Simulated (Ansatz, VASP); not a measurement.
One calculation of ZnCu, two programs

```
Zn Cu
1.0
     2.82720    0.00000    0.00000
     0.00000    2.82720    0.00000
     0.00000    0.00000    2.94500
Zn Cu
1 1
Direct
  0.50000 0.50000 0.50000
  0.00000 0.00000 0.00000
```

Alike in both runs: task single point; functional PBE; k mesh 8 × 8 × 8; occupations fermi-dirac, width 0.05 eV; no spin polarisation.

```csv
,VASP,Ansatz
version,VASP 6.6.1,Ansatz 0.2.0
potentials or method,"VASP PAW PBE potentials, release 64 (Zn, Cu_sv_GW)",Ansatz PAW
plane-wave cutoff (eV),700,420
valence electrons in the cell,31,31
```

Ansatz gave:

- gap on the k mesh at the Fermi level (eV): none
- pressure (GPa): 15.0
- traceless stress, the component that is largest in VASP (GPa): -0.71

Task: Which values does VASP return?

Result: gap on the k mesh at the Fermi level (eV): none; pressure (GPa): 12.7; traceless stress, the component that is largest in VASP (GPa): -0.72.

A gap of «none» marks a metal or a gap that the smearing closes. With one functional, cell and mesh, what is left measures potentials, basis and numerics.
